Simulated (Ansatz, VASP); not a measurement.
## GaP: VASP beside Ansatz

```
Ga P
1.0
    -1.82480    1.82480    2.57587
     1.82480   -1.82480    2.57587
     1.82480    1.82480   -2.57587
Ga P
1 1
Cartesian
  0.0000 0.0000 0.0000
  0.0000 0.0000 2.5759
```

Alike in both runs: functional PBE; k mesh 6 × 6 × 6; occupations gaussian, width 0.1 eV; no spin polarisation.

Ansatz relaxed the structure, and its values are those at the end. VASP's run is a single point on that final structure, the one shown.

|  | VASP | Ansatz |
| --- | --- | --- |
| version | VASP 6.6.1 | Ansatz 0.2.0 |
| potentials or method | VASP PAW PBE potentials, release 64 (Ga_d, P), cutoff 520 eV | scalar-relativistic, plane waves, PAW |
| valence electrons in the cell | 18 | 18 |

VASP gave:

```
gap on the k mesh at the Fermi level (eV) : none
pressure (GPa)                            : 0.1
```

Question: Estimate Ansatz's values.

Answer: gap on the k mesh at the Fermi level (eV): none; pressure (GPa): 0.0.

A gap of «none» marks a metal or a gap that the smearing closes. The functional is the same, so the differences come from potentials, cutoffs and numerics.

The k mesh is coarse, so the values compare programs but aren't converged.
